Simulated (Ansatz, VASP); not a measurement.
GaP: VASP beside Ansatz

```
Ga P
1.0
     0.00000    2.76111    2.76111
     2.76111    0.00000    2.76111
     2.76111    2.76111    0.00000
Ga P
1 1
Direct
  0.00000 0.00000 0.00000
  0.75000 0.75000 0.75000
```

Change from the starting cell: volume scaled by 1.04, PAW files.

Alike in both runs: task electric field gradients; functional PBE; k mesh 10 × 10 × 10; occupations fermi-dirac, width 0.05 eV; no spin polarisation.

```csv
,VASP,Ansatz
version,VASP 6.6.1,Ansatz 0.2.0
potentials or method,"VASP PAW PBE potentials, release 64 (Ga_d, P)","PAW with Ansatz's default frozen-core files, scalar-relativistic"
plane-wave cutoff (eV),520,420
valence electrons in the cell,18,18
```

|  | VASP | Ansatz | Ansatz less VASP |
| --- | --- | --- | --- |
| pressure (GPa) | -0.7 | -0.7 | +0.01 |

With one functional, cell and mesh, what is left measures potentials, basis and numerics.
